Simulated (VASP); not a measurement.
# Hf (P6_3/mmc) in VASP: notebook

The runs below take Hf through single point, relaxation of cell and atoms, with PBEsol+D3(BJ).

Everything below comes from runs of VASP 6.6.1. Logs are shortened: lines on timing, memory, paths and dates and some standing lists are left out, and cuts for length are marked.

**1. The cell of the first run**

It takes space group P6_3/mmc (No. 194, hexagonal). Conventional cell: a = 3.122 Å, b = 3.122 Å, c = 4.941 Å, α = 90.00°, β = 90.00°, γ = 120.00°. Hf (site symmetry -6m2) has 12 Hf at 3.06 to 3.12 Å within 4.0 Å.

**2. Single point, PBEsol+D3(BJ)**

File INCAR:

```
ALGO = Normal
EDIFF = 1E-6
ENCUT = 500
GGA = PS
GGA_COMPAT = F
ISIF = 2
ISMEAR = 0
IVDW = 12
LASPH = T
LCHARG = T
LELF = T
LREAL = F
LVHAR = T
LWAVE = F
NBANDS = 17
NELM = 120
PREC = Accurate
SIGMA = 0.1
```

File KPOINTS:

```
k-points
0
Gamma
  15 15 8
```

File POSCAR:

```
Hf
1.0
    3.1222607548      0.0000000000      0.0000000000
   -1.5611303774      2.7039571309      0.0000000000
    0.0000000000      0.0000000000      4.9413851650
Hf
2
Direct
    0.3333333333      0.6666666667      0.2500000000
    0.6666666667      0.3333333333      0.7500000000
```

Potentials or basis: VASP PAW PBE potentials, release 64 (Hf_pv).

On the command line:

```
$ cat potpaw_PBE.64/Hf_pv/POTCAR > POTCAR
$ mpirun -np 1 vasp_std > vasp.out
```

OUTCAR:

```text
EDIFF = 1E-6
   ENCUT = 500
   GGA = PS
   ISIF = 2
   ISMEAR = 0
   IVDW = 12
   LASPH = T
   LREAL = F
   NELM = 120
   PREC = Accurate
 IVDW          = 12

 ion  position               nearest neighbor table
   1  0.333  0.667  0.250-   2 3.06   2 3.06   2 3.06   2 3.06   2 3.06   2 3.06
   2  0.667  0.333  0.750-   1 3.06   1 3.06   1 3.06   1 3.06   1 3.06   1 3.06

  LATTYP: Found a hexagonal cell.
 ALAT       =     3.1222607548
 C/A-ratio  =     1.5826305210

  Lattice vectors:

 A1 = (   3.1222607548,   0.0000000000,   0.0000000000)
 A2 = (  -1.5611303774,   2.7039571309,   0.0000000000)
 A3 = (   0.0000000000,   0.0000000000,   4.9413851650)

Analysis of symmetry for initial positions (statically):
=====================================================================
 Subroutine PRICEL returns:
 Original cell was already a primitive cell.

 Routine SETGRP: Setting up the symmetry group for a
 hexagonal supercell.

 Subroutine GETGRP returns: Found 24 space group operations
 (whereof 12 operations were pure point group operations)
 out of a pool of 24 trial point group operations.

The static configuration has the point symmetry D_3d.
 The point group associated with its full space group is D_6h.

Analysis of symmetry for dynamics (positions and initial velocities):
=====================================================================
 Subroutine PRICEL returns:
 Original cell was already a primitive cell.

 Routine SETGRP: Setting up the symmetry group for a
 hexagonal supercell.

 Subroutine GETGRP returns: Found 24 space group operations
 (whereof 12 operations were pure point group operations)
 out of a pool of 24 trial point group operations.

The dynamic configuration has the point symmetry D_3d.
 The point group associated with its full space group is D_6h.

 Subroutine INISYM returns: Found 24 space group operations
 (whereof 12 operations are pure point group operations),
 and found     1 'primitive' translations

----------------------------------------------------------------------------------------

                                     Primitive cell

  volume of cell :      41.7174

  direct lattice vectors                    reciprocal lattice vectors
     3.122260755  0.000000000  0.000000000     0.320280745  0.184914174  0.000000000
    -1.561130377  2.703957131  0.000000000     0.000000000  0.369828348  0.000000000
     0.000000000  0.000000000  4.941385165     0.000000000  0.000000000  0.202372405

  length of vectors
[... 83 lines left out ...]
   LREAL  =      F    real-space projection
   EDIFFG = 0.1E-04   stopping-criterion for IOM
   NSW    =      0    number of steps for IOM
   IBRION =     -1    ionic relax: 0-MD 1-quasi-New 2-CG
   NFREE  =      0    steps in history (QN), initial steepest desc. (CG)
   ISIF   =      2    stress and relaxation
   ISYM   =      2    0-nonsym 1-usesym 2-fastsym
   POTIM  = 0.5000    time-step for ionic-motion
   TEBEG  =    0.0;   TEEND  =   0.0 temperature during run
   PSTRESS=    0.0 pullay stress
   NELECT =      20.0000    total number of electrons
   NUPDOWN=      -1.0000    fix difference up-down
   EMIN   =  10.00;   EMAX   =-10.00  energy-range for DOS
   EFERMI =   0.00;   METHOD = LEGACY
   ISMEAR =     0;   SIGMA  =   0.10  broadening in eV -4-tet -1-fermi 0-gaus
   EFERMI_NEDOS =   21; number of points for ismear=-14 and -15
   IALGO  =     38    algorithm
   IMIX   =      4    mixing-type and parameters
     AMIX     =   0.40;   BMIX     =  1.00
     AMIX_MAG =   1.60;   BMIX_MAG =  1.00
  volume/ion in A,a.u.               =      20.86       140.76
  Fermi-wavevector in a.u.,A,eV,Ry     =   1.281285  2.421277 22.336551  1.641690
  Thomas-Fermi vector in A             =   2.413663
   LORBIT       =      0    0 simple, 1 ext, 2 COOP (PROOUT), +10 PAW based schemes
   GGA     = PS    functional components
   LHFCALC =     F    Hartree Fock is set to
   AEXX    =    0.0000 exact exchange contribution
   IVDW    =    12    specifies the selected vdW correction
   LEPSILON=     F    determine dielectric tensor
   LRPA    =     F    only Hartree local field effects (RPA)
 non-spin polarized calculation
 Gauss-broadening in eV      SIGMA  =   0.10
  energy-cutoff  :      500.00
  volume of cell :       41.72
 maximum number of plane-waves:      1087
 NGX is ok and might be reduce to    24
   NGX = 11   NGY = 11   NGZ = 19

 number of electron      19.9999996 magnetization

 Free energy of the ion-electron system (eV)
  ---------------------------------------------------
  ext. energy  EPLUGINS =         0.00000000
  ---------------------------------------------------
  free energy    TOTEN  =       -20.99386293 eV

  energy without entropy =      -20.98651440  energy(sigma->0) =      -20.99018866

 E-fermi :   5.2603     XC(G=0): -11.7157

 val. band max:        5.2443634911   @ k =   0.0667  -0.0000   0.5000
 cond. band min:       5.2740556263   @ k =   0.2667   0.2000   0.3750
 fundamental gap:      0.0296921352
 Fermi energy:         5.2602654250

 k-point     1 :       0.0000    0.0000    0.0000
  band No.  band energies     occupation
      1     -25.7476      2.00000
      2     -24.8042      2.00000
      3     -24.8042      2.00000
      4     -24.6473      2.00000
      5     -24.6443      2.00000
      6     -24.6443      2.00000
[... 457 lines left out ...]
      4     -25.1576      2.00000
      5     -24.9863      2.00000
      6     -24.9221      2.00000
[... 9 lines left out ...]
     16      11.6467      0.00000
     17      12.2130      0.00000

 [... further k-points ...]

------------------------ aborting loop because EDIFF is reached ----------------------------------------

 Edisp (eV)   -1.10009

 E8    (eV) :    -0.8307

  FORCE on cell =-STRESS in cart. coord.  units (eV):
  Direction    XX          YY          ZZ          XY          YZ          ZX
  --------------------------------------------------------------------------------------
  -------------------------------------------------------------------------------------
  Total      -0.08203    -0.08203    -0.11576     0.00000     0.00000    -0.00000
  in kB      -3.15033    -3.15033    -4.44575     0.00000     0.00000    -0.00000
  external pressure =       -3.58 kB  Pullay stress =        0.00 kB

 VOLUME and BASIS-vectors are now :
 -----------------------------------------------------------------------------
  energy-cutoff  :      500.00
  volume of cell :       41.72
      direct lattice vectors                 reciprocal lattice vectors
     3.122260755  0.000000000  0.000000000     0.320280745  0.184914174  0.000000000
    -1.561130377  2.703957131  0.000000000     0.000000000  0.369828348  0.000000000
     0.000000000  0.000000000  4.941385165     0.000000000  0.000000000  0.202372405

 POSITION                                       TOTAL-FORCE (eV/Angst)
 -----------------------------------------------------------------------------------
     -0.00000      1.80264      1.23535         0.000000     -0.000000      0.000000
      1.56113      0.90132      3.70604        -0.000000      0.000000      0.000000
 -----------------------------------------------------------------------------------
    total drift:                               -0.000000      0.000000     -0.000000

  FREE ENERGIE OF THE ION-ELECTRON SYSTEM (eV)
  ---------------------------------------------------
  free  energy   TOTEN  =       -22.0939496570 eV

  energy  without entropy=      -22.0866011330  energy(sigma->0) =      -22.09027540
```

It took 37 s on 1 thread of Intel Xeon Platinum 8375C at 2.90GHz (Ice Lake), shared host; peak memory 0.22 GiB.

Results:

```
Free energy                : -22.0939 eV
Pressure                   : -0.4 GPa
Band gap on the k mesh     : zero (band 10 reaches 6.43 eV, above the bottom of band 11 at 4.82 eV)
Dispersion energy per atom : -0.550 eV
```

Stress tensor (GPa, compression positive):
```
-0.32  0.00  0.00
 0.00 -0.32  0.00
 0.00  0.00 -0.44
```

Caveat: the PAW data sets were made with another functional, which shifts forces and pressure a little; spin-orbit coupling is left out, which moves the levels of the heavy elements; pairwise dispersion overbinds metals, which lowers pressure and volume.

**3. Relaxation of cell and atoms, PBEsol+D3(BJ)**

This run uses another cell than the first one, of 21.76 Å³/atom, 1.043 times its volume.

File INCAR:

```
SYSTEM = Hf
PREC = Accurate
ENCUT = 500
EDIFF = 1E-7
ISMEAR = 0
SIGMA = 0.1
LREAL = .False.
LASPH = .True.
NELM = 120
ALGO = Normal
ISIF = 3
LWAVE = .False.
LCHARG = .False.
GGA = PS
IVDW = 12
IBRION = 2
NSW = 100
EDIFFG = -0.002
GGA_COMPAT = .False.
NELMIN = 4
```

File KPOINTS:

```
Automatic mesh
0
Gamma
  15 15 8
  0 0 0
```

File POSCAR:

```
Hf
1.0
    3.1700000000      0.0000000000      0.0000000000
   -1.5850000000      2.7453005000      0.0000000000
    0.0000000000      0.0000000000      5.0000000000
Hf
2
Direct
    0.3333333000      0.6666667000      0.2500000000
    0.6666667000      0.3333333000      0.7500000000
```

Potentials or basis: VASP PAW PBE potentials, release 64 (Hf_pv).

On the command line:

```
$ cat potpaw_PBE.64/Hf_pv/POTCAR > POTCAR
$ mpirun -np 1 vasp_std > vasp.out
```

It took 2.6 min on 1 thread of Intel Xeon Platinum 8375C at 2.90GHz (Ice Lake), shared host; peak memory 0.22 GiB.

It converged, with:

- Free energy: -22.0945 eV
- Relaxed volume: 20.79 Å³/atom
- Relaxed cell: a = 3.120 Å, b = 3.120 Å, c = 4.934 Å, α = 90.00°, β = 90.00°, γ = 120.00°
- Space group after relaxing (to 0.05 Å): P6_3/mmc (No. 194)
- Energy gained by relaxing: 15.7 meV/atom
- Ionic steps: 8
- Pressure after relaxing: 0.0 GPa
- Band gap on the k mesh: zero (band 10 reaches 6.45 eV, above the bottom of band 11 at 4.84 eV)
- Dispersion energy per atom: -0.552 eV

The path:
```tsv
step	energy change (eV)	largest force (eV/Å)	pressure (GPa)	volume (Å³)
1	0.0000	0.0000	-5.06	43.51
2	0.0192	0.0000	7.48	39.33
3	-0.0314	0.0000	-0.07	41.61
4	-0.0314	0.0000	0.05	41.58
5	-0.0315	0.0000	0.04	41.57
6	-0.0315	0.0000	0.04	41.57
7	-0.0315	0.0000	-0.05	41.61
8	-0.0315	0.0000	0.01	41.59
```

Final structure:
```
Hf
1.0
     3.11984    0.00000    0.00000
    -1.55992    2.70186    0.00000
     0.00000    0.00000    4.93366
Hf
2
Direct
  0.33333 0.66667 0.25000
  0.66667 0.33333 0.75000
```

Levels at points of the mesh, in eV from the Fermi level:
```csv
k point,band 7,band 8,band 9,band 10,band 11,band 12,band 13,band 14
"(0.00, 0.00, 0.00)",-7.64,-3.96,0.95,1.17,1.17,1.48,2.08,2.08
"(0.00, 0.00, 0.50)",-5.52,-5.52,0.12,0.12,1.05,1.05,1.05,1.05
```

Caveat: the PAW data sets were made with another functional, which shifts forces and pressure a little; spin-orbit coupling is left out, which moves the levels of the heavy elements; pairwise dispersion overbinds metals, which lowers pressure and volume.
